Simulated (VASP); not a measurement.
# As (Fd-3m) in VASP: notebook, part 2 of 2

VASP 6.6.1. The steps go on from the part before.

**5. Single point, LDA**

This run uses another cell than the first one, of 26.55 Å³/atom, 0.962 times its volume.

Input file INCAR:

```
PREC     = Accurate       # precision mode
ENCUT    = 520            # plane-wave cutoff, eV
EDIFF    = 1E-7           # SCF threshold, eV
ISMEAR   = -1             # smearing method
SIGMA    = 0.1            # smearing width, eV
LREAL    = F              # projectors in reciprocal space
LASPH    = T              # aspherical terms in the spheres
NELM     = 100            # most SCF steps
ALGO     = Normal         # electronic algorithm
ISIF     = 2              # what is computed and relaxed
LWAVE    = F              # write WAVECAR
LCHARG   = T              # write CHGCAR
LELF     = T              # ELF
LVHAR    = T            
NBANDS   = 12             # bands
```

Input file KPOINTS:

```
Automatic mesh
0
Gamma
  15 15 15
```

Input file POSCAR:

```
As
1.0
    0.0000000000      2.9833154274      2.9833154274
    2.9833154274      0.0000000000      2.9833154274
    2.9833154274      2.9833154274      0.0000000000
As
2
Direct
    0.1250000000      0.1250000000      0.1250000000
    0.8750000000      0.8750000000      0.8750000000
```

Potentials or basis: VASP PAW LDA potentials, release 64 (As).

Launch:

```sh
$ cat potpaw_LDA.64/As/POTCAR > POTCAR
$ mpirun -np 1 vasp_std > vasp.out
```

OUTCAR:

```text
PREC = Accurate
   ENCUT = 520
   EDIFF = 1E-7
   ISMEAR = -1
   LREAL = F
   LASPH = T
   NELM = 100
   ISIF = 2

 ion  position               nearest neighbor table
   1  0.125  0.125  0.125-   2 2.58   2 2.58   2 2.58   2 2.58
   2  0.875  0.875  0.875-   1 2.58   1 2.58   1 2.58   1 2.58

  LATTYP: Found a face centered cubic cell.
 ALAT       =     5.9666308548

  Lattice vectors:

 A1 = (   0.0000000000,   2.9833154274,   2.9833154274)
 A2 = (   2.9833154274,   0.0000000000,   2.9833154274)
 A3 = (   2.9833154274,   2.9833154274,   0.0000000000)

Analysis of symmetry for initial positions (statically):
=====================================================================
 Subroutine PRICEL returns:
 Original cell was already a primitive cell.

 Routine SETGRP: Setting up the symmetry group for a
 face centered cubic supercell.

 Subroutine GETGRP returns: Found 48 space group operations
 (whereof 12 operations were pure point group operations)
 out of a pool of 48 trial point group operations.

The static configuration has the point symmetry D_3d.
 The point group associated with its full space group is O_h .

Analysis of symmetry for dynamics (positions and initial velocities):
[... 173 lines left out ...]
      6       4.0610      0.00603
      7       4.0610      0.00603
      8       4.0610      0.00603
      9       8.2009      0.00000
     10      11.4330      0.00000
     11      11.4330      0.00000
     12      13.1612      0.00000
[... 331 lines left out ...]
 k-point    24 :       0.2000    0.1333    0.0000
  band No.  band energies     occupation
      1     -10.3225      2.00000
      2      -3.7009      2.00000
      3       0.3990      2.00000
      4       0.4354      2.00000
      5       2.3726      1.99997
      6       3.5198      0.80738
      7       5.3116      0.00000
      8       5.3727      0.00000
      9       9.4100      0.00000
     10       9.8322      0.00000
     11      11.6959      0.00000
     12      13.4812      0.00000

 [... further k-points ...]

------------------------ aborting loop because EDIFF is reached ----------------------------------------

  FORCE on cell =-STRESS in cart. coord.  units (eV):
  Direction    XX          YY          ZZ          XY          YZ          ZX
  --------------------------------------------------------------------------------------
  -------------------------------------------------------------------------------------
  Total        0.0576331      0.0576331      0.0576331     -0.0000000     -0.0000000     -0.0000000
  in kB        1.7388216      1.7388216      1.7388216     -0.0000000     -0.0000000     -0.0000000
  external PRESSURE =       1.7388216 kB  Pullay stress =       0.0000000 kB

 VOLUME and BASIS-vectors are now :
 -----------------------------------------------------------------------------
  energy-cutoff  :      520.00
  volume of cell :       53.10
      direct lattice vectors                 reciprocal lattice vectors
     0.000000000  2.983315427  2.983315427    -0.167598771  0.167598771  0.167598771
     2.983315427  0.000000000  2.983315427     0.167598771 -0.167598771  0.167598771
     2.983315427  2.983315427  0.000000000     0.167598771  0.167598771 -0.167598771

 POSITION                                       TOTAL-FORCE (eV/Angst)
 -----------------------------------------------------------------------------------
      0.74583      0.74583      0.74583         0.000000      0.000000      0.000000
      5.22080      5.22080      5.22080        -0.000000     -0.000000     -0.000000
 -----------------------------------------------------------------------------------
    total drift:                                0.000000      0.000000     -0.000000

  FREE ENERGIE OF THE ION-ELECTRON SYSTEM (eV)
  ---------------------------------------------------
  free  energy   TOTEN  =        -9.9929511290 eV

  energy  without entropy=       -9.9569306111  energy(sigma->0) =       -9.97494087
```

OSZICAR:

```text
N       E                     dE             d eps       ncg     rms          rms(c)
DAV:   1     0.253575836798E+02    0.25358E+02   -0.38960E+03  2880   0.670E+02
DAV:   2    -0.827736766984E+01   -0.33635E+02   -0.32145E+02  3980   0.102E+02
DAV:   3    -0.100356537704E+02   -0.17583E+01   -0.17426E+01  3640   0.238E+01
DAV:   4    -0.100477088748E+02   -0.12055E-01   -0.12053E-01  3116   0.228E+00
DAV:   5    -0.100477630036E+02   -0.54129E-04   -0.54128E-04  3544   0.163E-01    0.398E+00
DAV:   6    -0.100104626692E+02    0.37300E-01   -0.14354E-02  3140   0.584E-01    0.236E+00
DAV:   7    -0.999304517310E+01    0.17417E-01   -0.25585E-02  3220   0.798E-01    0.823E-02
DAV:   8    -0.999295075425E+01    0.94419E-04   -0.88979E-04  3056   0.162E-01    0.165E-02
DAV:   9    -0.999295064392E+01    0.11033E-06   -0.12003E-05  3568   0.225E-02    0.963E-03
DAV:  10    -0.999295111836E+01   -0.47445E-06   -0.11117E-06  3200   0.537E-03    0.181E-03
DAV:  11    -0.999295112901E+01   -0.10644E-07   -0.11601E-07  2476   0.162E-03
   1 F= -.99929511E+01 E0= -.99749409E+01  d E =-.360205E-01
```

stdout:

```text
POSCAR found type information on POSCAR As
 POSCAR found :  1 types and       2 ions
 scaLAPACK will be used
 LDA part: xc-table for (Slater(with rela. corr.)+CA(PZ))
 , standard interpolation
 POSCAR, INCAR and KPOINTS ok, starting setup
 FFT: planning ... GRIDC
 FFT: planning ... GRID_SOFT
 FFT: planning ... GRID
 WAVECAR not read
 entering main loop
```

Wall time 19 s (1 thread of Intel Xeon 6975P-C (Granite Rapids), shared host); peak memory 0.19 GiB.

What came out:

```
Free energy            : -9.9930 eV
Pressure               : 0.2 GPa
Band gap on the k mesh : zero (band 5 reaches 4.24 eV, above the bottom of band 6 at 2.78 eV)
```

**6. Summary**

```csv
cell,k mesh,gap on the mesh (eV),pressure (GPa)
"a = 4.275 Å, angles 60.0°, 2 atoms",10 × 10 × 10,none,-1.9
"a = 4.329 Å, angles 60.0°, 2 atoms",10 × 10 × 10,none,-3.5
"a = 4.381 Å, angles 60.0°, 2 atoms",10 × 10 × 10,none,-4.9
"a = 4.219 Å, angles 60.0°, 2 atoms",15 × 15 × 15,none,0.2
```

Alike in all rows: task single point; level LDA; potentials or basis VASP PAW LDA potentials, release 64 (As); no spin polarisation; cutoff (eV) 520; smearing fermi-dirac 0.1 eV.

Absolute energies hang on the potentials; compare differences alone.
